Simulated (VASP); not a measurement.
# CaO (I4/mmm) in VASP: a series of runs

CaO is run at these levels: r2SCAN; tasks: single point.

All numbers are computed with VASP 6.6.1; they aren't measurements. Logs are shortened: lines on timing, memory, paths and dates and some standing lists are left out, and cuts for length are marked.

### 1 The cell of the first run

Symmetry: I4/mmm, No. 139, tetragonal system. Conventional cell: a = 3.357 Å, b = 3.357 Å, c = 4.821 Å, α = 90.00°, β = 90.00°, γ = 90.00°. Within 3.1 Å of Ca (site symmetry 4/mmm) lie 6 O at 2.37 to 2.41 Å. O (site symmetry 4/mmm) has 6 Ca at 2.37 to 2.41 Å within 3.1 Å.

### 2 Single point, r2SCAN (in-plane strain -0.01, then relaxed in part)

The input, POSCAR:

```
CaO
1.0
    2.3734669907      2.3734669907      0.0000000000
   -2.3734669907      2.3734669907      0.0000000000
    0.0000000000      2.3734669907      2.4103886200
Ca O
1 1
Direct
    0.0000000000      0.0000000000      0.0000000000
    0.5000000000      0.5000000000      0.0000000000
```

The input, INCAR.step1:

```
ALGO = Normal
EDIFF = 1E-4
ENCUT = 520
GGA = PE
ISMEAR = 0
LASPH = T
LCHARG = F
LREAL = F
LWAVE = T
NBANDS = 15
NELM = 100
PREC = Accurate
SIGMA = 0.01
```

The input, INCAR.step2:

```
ALGO = Normal
EDIFF = 1E-6
ENCUT = 520
ISIF = 2
ISMEAR = 0
ISTART = 1
LASPH = T
LCHARG = F
LMIXTAU = T
LREAL = F
LWAVE = F
METAGGA = R2SCAN
NBANDS = 15
NELM = 100
PREC = Accurate
SIGMA = 0.01
```

The input, KPOINTS:

```
k-points
0
Gamma
  8 8 8
```

Potentials or basis: VASP PAW PBE potentials, release 64 (Ca_sv, O).

Launch:

```console
cat potpaw_PBE.64/Ca_sv/POTCAR potpaw_PBE.64/O/POTCAR > POTCAR
cp INCAR.step1 INCAR
mpirun -np 1 vasp_std > vasp.out
cp INCAR.step2 INCAR
mpirun -np 1 vasp_std > vasp.out
```

OUTCAR:

```text
EDIFF = 1E-6
   ENCUT = 520
   ISIF = 2
   ISMEAR = 0
   ISTART = 1
   LASPH = T
   LREAL = F
   METAGGA = R2SCAN
   NELM = 100
   PREC = Accurate

 ion  position               nearest neighbor table
   1  0.000  0.000  0.000-   2 2.37   2 2.37   2 2.37   2 2.37   2 2.41   2 2.41
   2  0.500  0.500  0.000-   1 2.37   1 2.37   1 2.37   1 2.37   1 2.41   1 2.41

  LATTYP: Found a body centered tetragonal cell.
 ALAT       =     3.3565892081
 C/A-ratio  =     1.4362130547

  Lattice vectors:

 A1 = (   2.3734669907,   0.0000000000,  -2.4103886200)
 A2 = (  -2.3734669907,   0.0000000000,  -2.4103886200)
 A3 = (   0.0000000000,   2.3734669907,   2.4103886200)

Analysis of symmetry for initial positions (statically):
=====================================================================
 Subroutine PRICEL returns:
 Original cell was already a primitive cell.

 Routine SETGRP: Setting up the symmetry group for a
 body centered tetragonal supercell.

 Subroutine GETGRP returns: Found 16 space group operations
 (whereof 16 operations were pure point group operations)
 out of a pool of 16 trial point group operations.

The static configuration has the point symmetry D_4h.

Analysis of symmetry for dynamics (positions and initial velocities):
=====================================================================
 Subroutine PRICEL returns:
 Original cell was already a primitive cell.

 Routine SETGRP: Setting up the symmetry group for a
 body centered tetragonal supercell.

 Subroutine GETGRP returns: Found 16 space group operations
 (whereof 16 operations were pure point group operations)
 out of a pool of 16 trial point group operations.

The dynamic configuration has the point symmetry D_4h.

 Subroutine INISYM returns: Found 16 space group operations
 (whereof 16 operations are pure point group operations),
 and found     1 'primitive' translations

----------------------------------------------------------------------------------------

                                     Primitive cell

  volume of cell :      27.1571

  direct lattice vectors                    reciprocal lattice vectors
     2.373466991  2.373466991  0.000000000     0.210662294  0.210662294 -0.207435430
    -2.373466991  2.373466991  0.000000000    -0.210662294  0.210662294 -0.207435430
     0.000000000  2.373466991  2.410388620     0.000000000  0.000000000  0.414870860

  length of vectors
     3.356589208  3.356589208  3.382797490     0.363024326  0.363024326  0.414870860

  position of ions in fractional coordinates (direct lattice)
     0.000000000  0.000000000  0.000000000
     0.500000000  0.500000000  0.000000000

  ion indices of the primitive-cell ions
   primitive index   ion index
                 1           1
                 2           2

----------------------------------------------------------------------------------------

 KPOINTS: k-points

Automatic generation of k-mesh.
 Grid dimensions read from file:
 generate k-points for:    8    8    8

 Generating k-lattice:

  Cartesian coordinates                     Fractional coordinates (reciprocal lattice)
     0.026332787  0.026332787 -0.025929429     0.125000000  0.000000000  0.000000000
    -0.026332787  0.026332787 -0.025929429     0.000000000  0.125000000  0.000000000
     0.000000000  0.000000000  0.051858858     0.000000000  0.000000000  0.125000000

  Length of vectors
     0.045378041  0.045378041  0.051858858

  Shift w.r.t. Gamma in fractional coordinates (k-lattice)
     0.000000000  0.000000000  0.000000000

 Subroutine IBZKPT returns following result:
 ===========================================

 Found     59 irreducible k-points:

 Following reciprocal coordinates:
            Coordinates               Weight
  0.000000  0.000000  0.000000      1.000000
  0.125000  0.000000  0.000000      8.000000
  0.250000  0.000000  0.000000      8.000000
  0.375000  0.000000 -0.000000      8.000000
  0.500000  0.000000  0.000000      4.000000
  0.125000  0.125000  0.000000      8.000000
[... 16 lines left out ...]
  0.250000  0.000000  0.125000      4.000000
  0.375000  0.000000  0.125000      8.000000
 [... further k-points ...]
   k-points           NKPTS =     59   k-points in BZ     NKDIM =     59   number of bands    NBANDS=     15
   number of dos      NEDOS =    301   number of ions     NIONS =      2
   total plane-waves  NPLWV =  21952
   dimension x,y,z NGX =    28 NGY =   28 NGZ =   28
   dimension x,y,z NGXF=    56 NGYF=   56 NGZF=   56
   ions per type =               1   1
   NGX,Y,Z   is equivalent  to a cutoff of  13.87, 13.87, 13.76 a.u.
   NGXF,Y,Z  is equivalent  to a cutoff of  27.74, 27.74, 27.52 a.u.
 SYSTEM =  unknown system
   PREC   = accura    normal or accurate (medium, high low for compatibility)
   ISTART =      1    job   : 0-new  1-cont  2-samecut
   ICHARG =      0    charge: 1-file 2-atom 10-const
   ISPIN  =      1    spin polarized calculation?
   LNONCOLLINEAR =      F non collinear calculations
   LSORBIT =      F    spin-orbit coupling
   LASPH  =      T    aspherical Exc in radial PAW
   ENCUT  =  520.0 eV  38.22 Ry    6.18 a.u.   6.24  6.24  6.29*2*pi/ulx,y,z
   NELM   =    100;   NELMIN=  2; NELMDL=  0     # of ELM steps
   EDIFF  = 0.1E-05   stopping-criterion for ELM
   LREAL  =      F    real-space projection
   EDIFFG = 0.1E-04   stopping-criterion for IOM
   NSW    =      0    number of steps for IOM
   IBRION =     -1    ionic relax: 0-MD 1-quasi-New 2-CG
   NFREE  =      0    steps in history (QN), initial steepest desc. (CG)
   ISIF   =      2    stress and relaxation
   ISYM   =      2    0-nonsym 1-usesym 2-fastsym
   POTIM  = 0.5000    time-step for ionic-motion
   TEBEG  =    0.0;   TEEND  =   0.0 temperature during run
   PSTRESS=    0.0 pullay stress
   NELECT =      16.0000    total number of electrons
   NUPDOWN=      -1.0000    fix difference up-down
   EMIN   =  10.00;   EMAX   =-10.00  energy-range for DOS
   EFERMI =   0.00;   METHOD = LEGACY
   ISMEAR =     0;   SIGMA  =   0.01  broadening in eV -4-tet -1-fermi 0-gaus
   EFERMI_NEDOS =   21; number of points for ismear=-14 and -15
   IALGO  =     38    algorithm
   IMIX   =      4    mixing-type and parameters
     AMIX     =   0.40;   BMIX     =  1.00
     AMIX_MAG =   1.60;   BMIX_MAG =  1.00
  volume/ion in A,a.u.               =      13.58        91.63
  Fermi-wavevector in a.u.,A,eV,Ry     =   1.372420  2.593498 25.627068  1.883536
  Thomas-Fermi vector in A             =   2.498029
   LORBIT       =      0    0 simple, 1 ext, 2 COOP (PROOUT), +10 PAW based schemes
   METAGGA = R2SCAN    functional components
   LHFCALC =     F    Hartree Fock is set to
   AEXX    =    0.0000 exact exchange contribution
   IVDW    =     0    specifies the selected vdW correction
   LEPSILON=     F    determine dielectric tensor
   LRPA    =     F    only Hartree local field effects (RPA)
 non-spin polarized calculation
 Gauss-broadening in eV      SIGMA  =   0.01
  energy-cutoff  :      520.00
  volume of cell :       27.16
 maximum number of plane-waves:       740
 NGX is ok and might be reduce to    28
   NGX = 13   NGY = 13   NGZ = 13

 number of electron      15.9999996 magnetization

 Free energy of the ion-electron system (eV)
  ---------------------------------------------------
  ext. energy  EPLUGINS =         0.00000000
  ---------------------------------------------------
  free energy    TOTEN  =       -19.44491359 eV

  energy without entropy =      -19.44491359  energy(sigma->0) =      -19.44491359

 E-fermi :   2.2447     XC(G=0): -11.1905

 val. band max:        2.1531572160   @ k =   0.0000   0.0000   0.0000
 cond. band min:       6.3051093211   @ k =   0.5000   0.5000   0.0000
 fundamental gap:      4.1519521050
 Fermi energy:         2.2446734945

 k-point     1 :       0.0000    0.0000    0.0000
  band No.  band energies     occupation
      1     -36.8229      2.00000
      2     -16.7065      2.00000
      3     -16.6949      2.00000
      4     -16.6949      2.00000
      5     -14.3770      2.00000
      6       2.1126      2.00000
      7       2.1532      2.00000
      8       2.1532      2.00000
      9       7.7452      0.00000
     10       8.9775      0.00000
     11       9.0842      0.00000
     12       9.0843      0.00000
     13      10.6207      0.00000
     14      10.7553      0.00000
     15      18.0598      0.00000

 k-point     2 :       0.1250    0.0000    0.0000
  band No.  band energies     occupation
      1     -36.8066      2.00000
      2     -16.9694      2.00000
      3     -16.7122      2.00000
      4     -16.7015      2.00000
      5     -14.0978      2.00000
      6       1.6176      2.00000
      7       1.9132      2.00000
      8       1.9347      2.00000
      9       8.4278      0.00000
     10       9.0021      0.00000
     11       9.3019      0.00000
     12       9.3567      0.00000
     13      11.0049      0.00000
     14      11.1467      0.00000
     15      18.6849      0.00000

 k-point     3 :       0.2500    0.0000    0.0000
  band No.  band energies     occupation
      1     -36.7671      2.00000
      2     -17.4728      2.00000
      3     -16.7345      2.00000
      4     -16.7172      2.00000
      5     -13.5727      2.00000
      6       0.6123      2.00000
      7       1.4522      2.00000
      8       1.4639      2.00000
      9       9.0887      0.00000
     10       9.9122      0.00000
     11      10.0463      0.00000
     12      10.0743      0.00000
     13      11.9330      0.00000
     14      12.0900      0.00000
     15      19.1296      0.00000
[... 343 lines left out ...]
 k-point    23 :       0.2500    0.0000    0.1250
  band No.  band energies     occupation
      1     -36.7821      2.00000
      2     -17.2601      2.00000
      3     -16.7798      2.00000
      4     -16.6933      2.00000
      5     -13.7670      2.00000
      6       0.9618      2.00000
      7       1.5432      2.00000
      8       1.8318      2.00000
      9       8.8410      0.00000
     10       9.1091      0.00000
     11       9.5677      0.00000
     12      10.1159      0.00000
     13      11.4518      0.00000
     14      11.9743      0.00000
     15      19.2815      0.00000

 k-point    24 :       0.3750    0.0000    0.1250
  band No.  band energies     occupation
      1     -36.7426      2.00000
      2     -17.6335      2.00000
      3     -16.8380      2.00000
      4     -16.7093      2.00000
      5     -13.3743      2.00000
      6       0.2222      2.00000
      7       1.1410      2.00000
      8       1.4432      2.00000
      9       9.0306      0.00000
     10      10.1710      0.00000
     11      10.2297      0.00000
     12      10.9860      0.00000
     13      12.5334      0.00000
     14      12.9361      0.00000
     15      18.9575      0.00000

 [... further k-points ...]
[... 5 lines left out ...]
  --------------------------------------------------------------------------------------
  -------------------------------------------------------------------------------------
  Total        0.6729908      0.6729908      0.1631314      0.0000000      0.0000000      0.0000000
  in kB       39.7041843     39.7041843      9.6242022      0.0000000      0.0000000      0.0000000
  external PRESSURE =      29.6775236 kB  Pullay stress =       0.0000000 kB

 VOLUME and BASIS-vectors are now :
 -----------------------------------------------------------------------------
  energy-cutoff  :      520.00
  volume of cell :       27.16
      direct lattice vectors                 reciprocal lattice vectors
     2.373466991  2.373466991  0.000000000     0.210662294  0.210662294 -0.207435430
    -2.373466991  2.373466991  0.000000000    -0.210662294  0.210662294 -0.207435430
     0.000000000  2.373466991  2.410388620     0.000000000  0.000000000  0.414870860

 POSITION                                       TOTAL-FORCE (eV/Angst)
 -----------------------------------------------------------------------------------
      0.00000      0.00000      0.00000        -0.000000      0.000000      0.000000
      0.00000      2.37347      0.00000         0.000000     -0.000000      0.000000
 -----------------------------------------------------------------------------------
    total drift:                               -0.000000      0.000000     -0.000000

  FREE ENERGIE OF THE ION-ELECTRON SYSTEM (eV)
  ---------------------------------------------------
  free  energy   TOTEN  =       -19.4449135916 eV

  energy  without entropy=      -19.4449135916  energy(sigma->0) =      -19.44491359
```

Wall time 53 s (1 thread of Intel Xeon 6975P-C (Granite Rapids), shared host); peak memory 0.18 GiB.

What came out:

```
Free energy            : -19.4449 eV
Pressure               : 3.0 GPa
Band gap on the k mesh : 4.15 eV, indirect (least direct gap 4.53 eV)
```

Stress tensor (GPa, compression positive):
```
3.97 0.00 0.00
0.00 3.97 0.00
0.00 0.00 0.96
```

Caveat: the cell differs from its parent crystal (in-plane strain -0.01, then relaxed in part); the PAW data sets were made with another functional, which shifts forces and pressure a little. A k mesh can miss the band edges.

(Continued in part 2 of 2.)
